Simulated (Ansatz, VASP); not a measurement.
Two plane-wave programs on Al

```
CELL_PARAMETERS angstrom
-1.58054 1.58054 1.58054
1.58054 -1.58054 1.58054
1.58054 1.58054 -1.58054
ATOMIC_POSITIONS crystal
Al 0.00000 0.00000 0.00000
```

Alike in both runs: task single point; functional r2SCAN; k mesh 13 × 13 × 13; no spin polarisation.

|  | VASP | Ansatz |
| --- | --- | --- |
| version | VASP 6.6.1 | Ansatz 0.2.0 |
| potentials or method | VASP PAW PBE potentials, release 64 (Al), cutoff 520 eV | plane waves, PAW |
| occupations | fermi-dirac, width 0.1 eV | fermi-dirac |
| valence electrons in the cell | 3 | 3 |

```tsv
	VASP	Ansatz	Ansatz less VASP
pressure (GPa)	1.9	2.2	+0.33
```

VASP's potentials were made for PBE, not for r2SCAN.
